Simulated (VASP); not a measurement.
Input of a VASP 6.6.1 run:

File INCAR:

```
SYSTEM = Li
PREC = Accurate
ENCUT = 520
EDIFF = 1E-6
ISMEAR = 1
SIGMA = 0.1
LREAL = .FALSE.
LASPH = .TRUE.
NELM = 100
ALGO = Normal
ISIF = 2
LWAVE = .FALSE.
LCHARG = .TRUE.
GGA = PS
IVDW = 12
LELF = .TRUE.
LVHAR = .TRUE.
NBANDS = 12
```

Contents of KPOINTS:

```
Automatic mesh
0
G
  5 5 7
  0 0 0
```

Contents of POSCAR:

```
Li
1.0
    4.9113170799     -0.0140365275      0.0521827377
   -2.4678132144      4.3315865308     -0.0110115859
    0.0304590650      0.0101630050      2.8450523785
Li
3
Direct
    0.9952000000      0.9929600000      0.9878600000
    0.6600100000      0.3333333333      0.4808300000
    0.3280000000      0.6520300000      0.4962800000
```

Potentials or basis: VASP PAW PBE potentials, release 64 (Li_sv).

Command:

```sh
$ cat potpaw_PBE.64/Li_sv/POTCAR > POTCAR
$ mpirun -np 1 vasp_std > vasp.out
```

Task: Predict the largest force.

Result: 0.090 eV/Å.

Task: Predict the dispersion energy per atom.

Result: -0.150 eV.

Forces in eV/Å, atoms in the order of the input:
```
Li  -0.006 -0.002  0.001
Li   0.054 -0.072 -0.008
Li  -0.048  0.074  0.007
```

Caveat: the PAW data sets were made with another functional, which shifts forces and pressure a little.
